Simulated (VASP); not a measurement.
A run of VASP 6.6.1 is set up as follows.

Contents of INCAR:

```
PREC = Accurate
ENCUT = 520
EDIFF = 1E-7
ISMEAR = 0
SIGMA = 0.02
LREAL = F
LASPH = T
NELM = 60
ALGO = Normal
ISIF = 2
LWAVE = F
LCHARG = F
GGA = PE
NBANDS = 36
```

The input KPOINTS:

```
Automatic mesh
0
Gamma
  9 9 2
```

The input POSCAR:

```
MgO
1.0
    2.9920067329      0.0000000000      0.0000000000
   -1.4960033665      2.5911538390      0.0000000000
    0.0000000000      0.0000000000     15.0601791947
Mg O
6 6
Direct
    0.0000000000      0.0000000000      0.0000000000
    0.3333333333      0.6666666667      0.1683413771
    0.6666666667      0.3333333333      0.3316586229
    0.0000000000      0.0000000000      0.5000000000
    0.6666666667      0.3333333333      0.6683413771
    0.3333333333      0.6666666667      0.8316586229
    0.6666666667      0.3333333333      0.0869033914
    0.0000000000      0.0000000000      0.2500000000
    0.3333333333      0.6666666667      0.4130966086
    0.3333333333      0.6666666667      0.5869033914
    0.0000000000      0.0000000000      0.7500000000
    0.6666666667      0.3333333333      0.9130966086
```

Potentials or basis: VASP PAW PBE potentials, release 64 (Mg, O).

The run is started by

```bash
$ cat potpaw_PBE.64/Mg/POTCAR potpaw_PBE.64/O/POTCAR > POTCAR
$ mpirun -np 1 vasp_std > vasp.out
```

(1) Estimate the band gap on the k mesh.

(2) What does it give for the pressure?

Results:

(1) 3.83 eV (least direct gap 3.85 eV).

(2) -0.7 GPa.
